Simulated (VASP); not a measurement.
Set up this calculation in VASP 6.6.1, as the native input.

| Item | Value |
| --- | --- |
| Task | single point |
| Functional | LDA |
| Potentials or basis | VASP PAW LDA potentials, release 64 (Ti_sv, O) |
| Cutoff | 520 eV |
| k mesh | 6 × 6 × 8 |
| Occupations | gaussian, width 0.01 eV |
| Spin | no spin polarisation |
| Dipole correction | no |
| Further INCAR settings | ALGO = Normal; EDIFF = 1e-07; NBANDS = 33 |

The structure of TiO2 lies in POSCAR:

```
TiO2
1.0
    4.6391246064      0.0000000000      0.0000000000
    0.0000000000      4.6391246064      0.0000000000
    0.0000000000      0.0000000000      2.8822020118
Ti O
2 4
Direct
    0.0000000000      0.0000000000      0.0000000000
    0.5000000000      0.5000000000      0.5000000000
    0.3049272614      0.3049272614      0.0000000000
    0.1950727386      0.8049272614      0.5000000000
    0.6950727386      0.6950727386      0.0000000000
    0.8049272614      0.1950727386      0.5000000000
```

This cell differs from its parent crystal: in-plane strain +0.02, then relaxed in part.

The input as run:

INCAR

```
ALGO = Normal
EDIFF = 1E-7
ENCUT = 520
ISIF = 2
ISMEAR = 0
LASPH = True
LCHARG = False
LREAL = False
LWAVE = False
NBANDS = 33
NELM = 60
PREC = Accurate
SIGMA = 0.01
```

KPOINTS

```
k-points
0
Gamma
  6 6 8
```

Potentials or basis: VASP PAW LDA potentials, release 64 (Ti_sv, O).

Command:

```bash
$ cat potpaw_LDA.64/Ti_sv/POTCAR potpaw_LDA.64/O/POTCAR > POTCAR
$ mpirun -np 1 vasp_std > vasp.out
```

It gave:

```yaml
Pressure: -3.8 GPa
Largest_force: 0.054 eV/Å
Band_gap_on_the_k_mesh: 1.87 eV
```

Caveat: the cell differs from its parent crystal (in-plane strain +0.02, then relaxed in part); the stress differs along the axes, from -6 to 2 GPa.

Wall time 64 s on 1 thread of Intel(R) Xeon(R) 6975P-C (Granite Rapids), with other jobs on the host, peak memory 0.2 GiB.
